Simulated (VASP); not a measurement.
A run of VASP 6.6.1 is set up as follows.

File INCAR:

```
SYSTEM = InSe
PREC = Accurate ; ENCUT = 520
EDIFF = 1E-7 ; ISMEAR = 0
SIGMA = 0.05 ; LREAL = .FALSE.
LASPH = .TRUE. ; NELM = 80
ALGO = Normal ; ISIF = 2
LWAVE = .FALSE. ; LCHARG = .TRUE.
GGA = PE ; LELF = .TRUE.
LVHAR = .TRUE. ; NBANDS = 27
```

KPOINTS

```
Automatic mesh
0
G
  8 8 6
  0 0 0
```

File POSCAR:

```
InSe
1.0
    5.5958799624     -1.9901958089     -0.3065999975
    5.5958799624      1.9901958089     -0.3065999975
   -1.7787110593      0.0000000000      5.8425948173
In Se
2 2
Direct
    0.8758951401      0.8999067711      0.0533034054
    0.1000932289      0.1241048599      0.9466965946
    0.6837848324      0.6488736946      0.6952062322
    0.3511263054      0.3162151676      0.3047937678
```

Potentials or basis: VASP PAW PBE potentials, release 64 (In_d, Se).

The run is started by

```bash
$ cat potpaw_PBE.64/In_d/POTCAR potpaw_PBE.64/Se/POTCAR > POTCAR
$ mpirun -np 1 vasp_std > vasp.out
```

Q: What does it give for the pressure?

A: 0.8 GPa.

Q: Estimate the largest force.

A: 0.455 eV/Å.

Q: What does it give for the band gap on the k mesh?

A: 1.28 eV (least direct gap 1.39 eV).

Forces in eV/Å, atoms in the order of the input:
```
In   0.084 -0.414  0.145
In  -0.084 -0.414 -0.145
Se  -0.141  0.414  0.127
Se   0.141  0.414 -0.127
```

Caveat: the cell differs from its parent crystal (atoms displaced along a vibrational mode, the cell strained); spin-orbit coupling is left out, which moves the levels of the heavy elements. A k mesh can miss the band edges.
